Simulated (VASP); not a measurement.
Set up this calculation in VASP 6.6.1, as the native input.

* Task: single point
* Functional: PBE
* Potentials or basis: VASP PAW PBE potentials, release 64 (Ga_d, B, As)
* Cutoff: 520 eV
* k mesh: 8 × 8 × 8
* Occupations: gaussian, width 0.02 eV
* Spin: no spin polarisation
* Dipole correction: no
* Further INCAR settings: ALGO = Normal; EDIFF = 1e-07; NBANDS = 41

The structure of Ga3BAs4 lies in POSCAR:

```
Ga3BAs4
1.0
    5.5117447626      0.0000000000      0.0000000000
    0.0000000000      5.5117447626      0.0000000000
    0.0000000000      0.0000000000      5.5117447626
Ga B As
3 1 4
Direct
    0.0000000000      0.0000000000      0.5000000000
    0.0000000000      0.5000000000      0.0000000000
    0.5000000000      0.0000000000      0.0000000000
    0.5000000000      0.5000000000      0.5000000000
    0.7276696443      0.7276696443      0.7276696443
    0.7276696443      0.2723303557      0.2723303557
    0.2723303557      0.7276696443      0.2723303557
    0.2723303557      0.2723303557      0.7276696443
```

One way to write it, as run:

INCAR

```
PREC = Accurate ; ENCUT = 520
EDIFF = 1E-7 ; ISMEAR = 0
SIGMA = 0.02 ; LREAL = F
LASPH = T ; NELM = 80
ALGO = Normal ; ISIF = 2
LWAVE = F ; LCHARG = F
GGA = PE ; NBANDS = 41
```

KPOINTS

```
regular mesh
0
Gamma
  8 8 8
```

Potentials or basis: VASP PAW PBE potentials, release 64 (Ga_d, B, As).

The run is started by

```sh
$ cat potpaw_PBE.64/Ga_d/POTCAR potpaw_PBE.64/B/POTCAR potpaw_PBE.64/As/POTCAR > POTCAR
$ mpirun -np 1 vasp_std > vasp.out
```

It gave:

| Quantity | Value |
| --- | --- |
| Pressure | 0.2 GPa |
| Band gap on the k mesh | 0.54 eV (least direct gap 0.61 eV) |

Caveat: semilocal functionals underestimate gaps, and a narrow one can read as zero.

Run time: 8 min on 1 thread of Intel Xeon 8259CL (shared host), peak memory 0.38 GiB.
